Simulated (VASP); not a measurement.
A run of VASP 6.6.1 is set up as follows.

INCAR

```
PREC = Accurate
ENCUT = 520
EDIFF = 1E-6
ISMEAR = -1
SIGMA = 0.1
LREAL = False
LASPH = True
NELM = 60
ALGO = Normal
ISIF = 2
LWAVE = False
LCHARG = False
GGA = PS
NBANDS = 11
```

KPOINTS

```
Automatic mesh
0
Gamma
  13 13 13
```

Contents of POSCAR:

```
Ca
1.0
    2.5627000000      0.0000000000      0.0000000000
    0.0000000000      2.5627000000      0.0000000000
    0.0000000000      0.0000000000      2.6150000000
Ca
1
Direct
    0.0000000000      0.0000000000      0.0000000000
```

Potentials or basis: VASP PAW PBE potentials, release 64 (Ca_sv).

The run is started by

```console
$ cat potpaw_PBE.64/Ca_sv/POTCAR > POTCAR
$ mpirun -np 1 vasp_std > vasp.out
```

Q: What does it give for the pressure?

A: 43.2 GPa.

Q: What does it give for the band gap on the k mesh?

A: Zero (band 5 reaches 6.98 eV, above the bottom of band 6 at 6.11 eV).

Stress tensor (GPa, compression positive):
```
44.55  0.00  0.00
 0.00 44.55  0.00
 0.00  0.00 40.55
```

Caveat: the PAW data sets were made with another functional, which shifts forces and pressure a little.
